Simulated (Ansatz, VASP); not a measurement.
Two plane-wave programs on MgO

File INCAR:

```
SYSTEM = MgO
PREC     = Accurate       ! precision mode
ENCUT    = 840            ! plane-wave cutoff, eV
EDIFF    = 1E-6           ! SCF threshold, eV
ISMEAR   = -5             ! smearing method
SIGMA    = 0.05           ! smearing width, eV
LREAL    = .False.        ! projectors in reciprocal space
LASPH    = .True.         ! aspherical terms in the spheres
NELM     = 120            ! most SCF steps
ALGO     = Normal         ! electronic algorithm
ISIF     = 2              ! what is computed and relaxed
LWAVE    = .False.        ! write WAVECAR
LCHARG   = .True.         ! write CHGCAR
LELF     = .True.         ! ELF
LVHAR    = .True.       
NBANDS   = 15             ! bands
GGA_COMPAT= .False.
```

The input KPOINTS:

```
Automatic mesh
0
Gamma
  11 11 11
  0 0 0
```

Contents of POSCAR:

```
MgO
1.0
    0.0000000000      2.0686600618      2.0686600618
    2.0686600618      0.0000000000      2.0686600618
    2.0686600618      2.0686600618      0.0000000000
Mg O
1 1
Direct
    0.0000000000      0.0000000000      0.0000000000
    0.5000000000      0.5000000000      0.5000000000
```

input.yaml

```yaml
crystal:
  lattice:
    - [0.0, 2.0686600618, 2.0686600618]
    - [2.0686600618, 0.0, 2.0686600618]
    - [2.0686600618, 2.0686600618, 0.0]
  atoms:
    - { symbol: Mg, position: [0.0, 0.0, 0.0] }
    - { symbol: O, position: [0.5, 0.5, 0.5] }
hamiltonian:
  xc: lda
  pseudopotentials: { kind: paw }
kpoints:
  mp_grid: { grid: [11, 11, 11] }
scf:
  occupations: { method: tetrahedron }
output:
  forces: true
  stress: true
```

Alike in both runs: task single point; functional LDA; k mesh 11 × 11 × 11; occupations tetrahedron; no spin polarisation.

|  | VASP | Ansatz |
| --- | --- | --- |
| version | VASP 6.6.1 | Ansatz 0.2.0 |
| potentials or method | VASP PAW LDA potentials, release 64 (Mg_sv, O) | Ansatz PAW |
| plane-wave cutoff (eV) | 840 | 420 |
| valence electrons in the cell | 16 | 16 |

```tsv
	VASP	Ansatz	Ansatz less VASP
gap on the k mesh at the Fermi level (eV)	5.21	5.20	-0.011
least direct gap on the mesh (eV)	5.21	5.20	-0.011
pressure (GPa)	3.5	2.8	-0.70
```

LDA's correlation is that of Perdew and Zunger in VASP and of Perdew and Wang (1992) in Ansatz.

Noted on Ansatz's run: odd divisions of the mesh miss points on the zone boundary, where band edges often lie, so the gap on the mesh can be too wide.
